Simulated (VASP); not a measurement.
ZnH:

```
CELL_PARAMETERS angstrom
2.94802 0.00000 0.00000
0.00000 2.94802 0.00000
0.00000 0.00000 2.94802
ATOMIC_POSITIONS crystal
Zn 0.50000 0.50000 0.50000
H 0.00000 0.00000 0.00000
```

| Item | Value |
| --- | --- |
| Program | VASP 6.6.1 |
| Task | relaxation of cell and atoms |
| Functional | PBE |
| Potentials or basis | VASP PAW PBE potentials, release 64 (Zn, H) |
| Cutoff | 600 eV |
| k mesh | 6 × 6 × 6 |
| Occupations | gaussian, width 0.1 eV |
| Spin | no spin polarisation |

At the start: pressure -9.8 GPa; volume 12.81 Å³/atom.

How do energy, volume and symmetry change on relaxing?

Over 4 steps the energy falls by 108.0 meV/atom and the volume is 9.96 Å³/atom (-22.3 %); space group Pm-3m (No. 221, to 0.05 Å).

The path:
| step | energy change (eV) | largest force (eV/Å) | pressure (GPa) | volume (Å³) |
| --- | --- | --- | --- | --- |
| 1 | 0.0000 | 0.0000 | -9.84 | 25.62 |
| 2 | -0.1493 | 0.0000 | -6.79 | 22.81 |
| 3 | -0.2138 | 0.0000 | -1.53 | 20.48 |
| 4 | -0.2161 | 0.0000 | 0.32 | 19.92 |

Final structure:
```
Zn H
1.0
     2.71072    0.00000    0.00000
     0.00000    2.71072    0.00000
     0.00000    0.00000    2.71072
Zn H
1 1
Direct
  0.50000 0.50000 0.50000
  0.00000 0.00000 0.00000
```

Caveat: the volume moved by over 15 % at a fixed basis, so the end points are rough.
